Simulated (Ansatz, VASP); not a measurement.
# TaN in VASP and in Ansatz

```
Ta N
1.0
     5.19600    0.05196    0.05196
    -2.55300    4.47389    0.01902
     0.02911    0.02911    2.91100
Ta N
3 3
Direct
  0.33333 0.66667 0.50000
  0.66667 0.33333 0.50000
  0.00000 0.00000 0.00000
  0.39285 0.00000 0.00000
  0.60715 0.60715 0.00000
  0.00000 0.39285 0.00000
```

Change from the starting cell: equal xy, yz and zx shear strains of +2 %.

Alike in both runs: task single point; functional PBE; k mesh 6 × 6 × 9; occupations fermi-dirac, width 0.01 eV; no spin polarisation.

|  | VASP | Ansatz |
| --- | --- | --- |
| version | VASP 6.6.1 | Ansatz 0.2.0 |
| potentials or method | VASP PAW PBE potentials, release 64 (Ta_pv, N), cutoff 520 eV | all-electron LAPW, scalar-relativistic |

|  | VASP | Ansatz | Ansatz less VASP |
| --- | --- | --- | --- |
| pressure (GPa) | 6.0 | 5.4 | -0.68 |
| traceless stress, the component that is largest in VASP (GPa) | -3.87 | -3.83 | +0.042 |
| rms of the force components (eV/Å) | 0.107 | 0.101 | -0.0053 |

Atom by atom the forces differ by 0.009 eV/Å (rms over components). Ansatz ran all-electron here, and VASP with PAW potentials.

Neither program's run includes spin-orbit coupling.
